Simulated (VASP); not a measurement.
# HC19O: single point with PBEsol

System: HC19O, a slab with vacuum.

```
CELL_PARAMETERS angstrom
7.39800 0.00000 0.00000
-3.69900 6.40686 0.00000
0.00000 0.00000 11.00000
ATOMIC_POSITIONS crystal
C 0.00258 0.01366 0.08650
C 0.22321 0.12140 0.08841
C 0.00418 0.34888 0.08691
C 0.22426 0.46067 0.08885
C 0.00346 0.68140 0.08377
C 0.22519 0.79174 0.08433
C 0.33590 0.01314 0.08668
C 0.55905 0.12583 0.08841
C 0.33704 0.34788 0.10559
C 0.56330 0.46162 0.08861
C 0.33609 0.68076 0.08669
C 0.55895 0.79230 0.08774
C 0.67018 0.01470 0.08810
C 0.89263 0.12594 0.08793
C 0.67160 0.34906 0.08698
C 0.89312 0.45973 0.08458
C 0.67107 0.68214 0.08656
C 0.89260 0.79220 0.08432
C 0.35250 0.31775 0.26119
H 0.44692 0.24035 0.27539
O 0.27350 0.37353 0.33425
```

- Program: VASP 6.6.1
- Task: single point
- Functional: PBEsol
- Potentials or basis: VASP PAW PBE potentials, release 64 (C_h, H_h, O_h)
- Cutoff: 910 eV
- k mesh: 2 × 2 × 1
- Occupations: fermi-dirac, width 0.05 eV
- Spin: collinear spin
- Starting moments: [0.0, 0.0, 0.0, 0.0, 0.0, 0.0, 0.0, 0.0, 0.0, 0.0, 0.0, 0.0, 0.0, 0.0, 0.0, 0.0, 0.0, 0.0, 1.0, 0.0, 0.0] μB
- Dipole correction: no
- Further INCAR settings: LREAL = Auto; ALGO = Normal; EDIFF = 1e-06; NBANDS = 62; NELMDL = -8

The largest force is 0.095 eV/Å, the net moment is 0.00 μB per cell and the valence electrons inside the program's atomic spheres are C 1.50, 1.49, 1.48, 1.45 (each value once); H 0.35; O 3.40.

Forces in eV/Å, atoms in the order of the input:
```
C    0.000  0.001  0.000
C    0.000  0.001  0.002
C   -0.002 -0.002  0.000
C    0.001 -0.002  0.001
C    0.003  0.000  0.000
C    0.001 -0.003  0.000
C   -0.001  0.000  0.001
C    0.001  0.003  0.002
C   -0.001 -0.001  0.009
C   -0.001  0.001  0.001
C   -0.004  0.002  0.000
C    0.001  0.001  0.000
C    0.002  0.002  0.000
C   -0.001  0.000  0.000
C    0.003 -0.003  0.000
C    0.003  0.000  0.000
C    0.001  0.002  0.000
C   -0.003 -0.001 -0.001
C    0.053 -0.025 -0.074
H    0.008 -0.004 -0.002
O   -0.063  0.029  0.064
```

Levels at points of the mesh, in eV from the Fermi level:
Spin up:
| k point | band 39 | band 40 | band 41 | band 42 | band 43 | band 44 |
| --- | --- | --- | --- | --- | --- | --- |
| (0.00, 0.00, 0.00) | -3.17 | -1.50 | -0.45 | -0.17 | -0.13 | 1.80 |
| (0.50, 0.00, 0.00) | -2.77 | -2.69 | -2.54 | 0.15 | 1.18 | 1.88 |
| (0.00, 0.50, 0.00) | -2.78 | -2.71 | -2.53 | 0.16 | 1.14 | 1.91 |
| (0.50, 0.50, 0.00) | -2.78 | -2.75 | -2.53 | 0.26 | 1.22 | 1.72 |
Spin down:
| k point | band 37 | band 38 | band 39 | band 40 | band 41 | band 42 | band 43 | band 44 | band 45 | band 46 |
| --- | --- | --- | --- | --- | --- | --- | --- | --- | --- | --- |
| (0.00, 0.00, 0.00) | -3.64 | -3.17 | -3.17 | -1.50 | -0.45 | -0.17 | -0.13 | 1.80 | 2.19 | 3.25 |
| (0.50, 0.00, 0.00) | -3.23 | -2.95 | -2.77 | -2.69 | -2.54 | 0.15 | 1.18 | 1.88 | 2.32 | 2.41 |
| (0.00, 0.50, 0.00) | -3.21 | -2.96 | -2.78 | -2.71 | -2.53 | 0.16 | 1.14 | 1.91 | 2.32 | 2.41 |
| (0.50, 0.50, 0.00) | -3.23 | -2.96 | -2.78 | -2.75 | -2.53 | 0.26 | 1.22 | 1.72 | 2.37 | 2.37 |

It took 21 min on 1 thread of Intel(R) Xeon(R) 6975P-C (Granite Rapids) (shared host), peak memory 1.8 GiB.

Caveat: the k points lie up to 0.49 Å⁻¹ apart; the PAW data sets were made with another functional, which shifts forces and pressure a little.
